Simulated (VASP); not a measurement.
A run of VASP 6.6.1:

Contents of INCAR:

```
  ALGO = Normal
  EDIFF = 1E-6
  ENCUT = 520
  GGA = PE
  ISIF = 2
  ISMEAR = 0
  ISPIN = 2
  LASPH = True
  LCHARG = True
  LELF = True
  LMAXMIX = 4
  LORBIT = 11
  LREAL = False
  LVHAR = True
  LWAVE = False
  MAGMOM = 1 1 1 1 0
  NBANDS = 42
  NELM = 150
  PREC = Accurate
  SIGMA = 0.1
```

The input KPOINTS:

```
k-points
0
Gamma
  4 4 4
```

POSCAR

```
Ti4Ga
1.0
   -2.9252017673      2.9252017673      2.9252017673
    2.9252017673     -2.9252017673      2.9252017673
    2.9252017673      2.9252017673     -2.9252017673
Ti Ga
4 1
Direct
    0.5000000000      0.5000000000      0.5000000000
    0.0000000000      0.0000000000      0.5000000000
    0.0000000000      0.5000000000      0.0000000000
    0.5000000000      0.0000000000      0.0000000000
    0.0000000000      0.0000000000      0.0000000000
```

Potentials or basis: VASP PAW PBE potentials, release 64 (Ti_sv, Ga_d).

The run is started by

```console
$ cat potpaw_PBE.64/Ti_sv/POTCAR potpaw_PBE.64/Ga_d/POTCAR > POTCAR
$ mpirun -np 1 vasp_std > vasp.out
```

Hardware: 1 thread of Intel(R) Xeon(R) Platinum 8488C (Sapphire Rapids), on a shared host.

Question: How long does it take, and how much memory?

Answer: It took 110 s on 1 thread of Intel(R) Xeon(R) Platinum 8488C (Sapphire Rapids), with other jobs on the host, peak memory 0.3 GiB. Counts: scf iterations 17, k points 8.
